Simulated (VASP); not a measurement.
Wanted: the native input for a VASP 6.6.1 run.

| Quantity | Value |
| --- | --- |
| Task | relaxation of cell and atoms |
| Functional | LDA |
| Potentials or basis | VASP PAW LDA potentials, release 64 (Ta_sv_GW) |
| Cutoff | 500 eV |
| k mesh | 9 × 9 × 9 |
| Occupations | fermi-dirac, width 0.1 eV |
| Spin | no spin polarisation |
| Dipole correction | no |
| Second run | valence_matched |
| Further INCAR settings | ALGO = Normal; EDIFF = 1e-07; IBRION = 2; EDIFFG = -0.02; NSW = 80; ISIF = 3 |

The structure of Ta lies in POSCAR:

```
Ta
1.0
   -1.6512800000      1.6512800000      1.6512800000
    1.6512800000     -1.6512800000      1.6512800000
    1.6512800000      1.6512800000     -1.6512800000
Ta
1
Direct
    0.0000000000      0.0000000000      0.0000000000
```

One way to write it, as run:

INCAR

```
SYSTEM = Ta
ALGO = Normal
EDIFF = 1E-7
EDIFFG = -0.02
ENCUT = 500
GGA = CA
GGA_COMPAT = .FALSE.
IBRION = 2
ISIF = 3
ISMEAR = -1
LASPH = .TRUE.
LCHARG = .FALSE.
LREAL = .FALSE.
LWAVE = .FALSE.
NELM = 120
NELMIN = 4
NSW = 80
PREC = Accurate
SIGMA = 0.1
```

KPOINTS

```
k-points
0
G
  9 9 9
  0 0 0
```

Potentials or basis: VASP PAW LDA potentials, release 64 (Ta_sv_GW).

Launch:

```console
$ cat potpaw_LDA.64/Ta_sv_GW/POTCAR > POTCAR
$ mpirun -np 1 vasp_std > vasp.out
```

It gave:

```yaml
Relaxed_volume: 17.17 Å³/atom
Relaxed_cell: a = 2.815 Å, b = 2.815 Å, c = 2.815 Å, α = 109.47°, β = 109.47°, γ = 109.47°
Space_group_after_relaxing_to_0.05_Å: Im-3m (No. 229)
Energy_gained_by_relaxing: 25.9 meV/atom
Ionic_steps: 4
Pressure_after_relaxing: 0.0 GPa
```

Run time: 16 s on 1 thread of AMD EPYC 9R45 96-Core Processor (Zen 5) (shared host), peak memory 0.12 GiB.
